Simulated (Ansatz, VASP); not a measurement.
## Two plane-wave programs on MgSn2N2

File INCAR:

```
PREC = Accurate
ENCUT = 520
EDIFF = 1E-6
ISMEAR = -1
SIGMA = 0.05
LREAL = F
LASPH = T
NELM = 100
ALGO = Normal
ISIF = 2
LWAVE = F
LCHARG = T
GGA = PE
LELF = T
LVHAR = T
NBANDS = 28
```

File KPOINTS:

```
Automatic mesh
0
Gamma
  8 8 4
```

POSCAR

```
MgSn2N2
1.0
    3.3605490000      0.0000000000      0.0000000000
    0.0000000000      3.3605490000      0.0000000000
    0.0000000000      0.0000000000      8.1883940000
Sn Mg N
2 1 2
Direct
    0.0000000000      0.0000000000      0.3078630000
    0.0000000000      0.0000000000      0.6921370000
    0.5000000000      0.5000000000      0.0000000000
    0.5000000000      0.0000000000      0.8473020000
    0.0000000000      0.5000000000      0.1526980000
```

input.yaml

```yaml
crystal:
  lattice:
    - [3.360549, 0.0, 0.0]
    - [0.0, 3.360549, 0.0]
    - [0.0, 0.0, 8.188394]
  atoms:
    - { symbol: Sn, position: [0.0, 0.0, 0.307863] }
    - { symbol: Sn, position: [0.0, 0.0, 0.692137] }
    - { symbol: Mg, position: [0.5, 0.5, 0.0] }
    - { symbol: "N", position: [0.5, 0.0, 0.847302] }
    - { symbol: "N", position: [0.0, 0.5, 0.152698] }
hamiltonian:
  xc: pbe
  pseudopotentials: { kind: paw }
kpoints:
  mp_grid: { grid: [8, 8, 4] }
scf:
  occupations: { method: fermi_dirac, width: 0.05 }
output:
  forces: true
  stress: true
  eigenvalues: true
  write_density: true
  write_potential: true
  elf: true
  volumetric_format: npy
```

Alike in both runs: task single point; functional PBE; k mesh 8 × 8 × 4; occupations fermi-dirac, width 0.05 eV; no spin polarisation.

|  | VASP | Ansatz |
| --- | --- | --- |
| version | VASP 6.6.1 | Ansatz 0.2.0 |
| potentials or method | VASP PAW PBE potentials, release 64 (Sn_d, Mg, N) | Ansatz PAW |
| plane-wave cutoff (eV) | 520 | 420 |
| valence electrons in the cell | 40 | 48 |

```csv
,VASP,Ansatz,Ansatz less VASP
gap on the k mesh at the Fermi level (eV),none,none,-
pressure (GPa),0.1,0.1,+0.07
"traceless stress, the component that is largest in VASP (GPa)",-0.57,-0.55,+0.014
rms of the force components (eV/Å),0.065,0.055,-0.0103
```

Atom by atom the forces differ by 0.010 eV/Å (rms over components). A gap of «none» marks a metal or a gap that the smearing closes. VASP's potentials hold 40 valence electrons a cell and Ansatz's 48, so a difference there can come from the potentials and not from the codes.
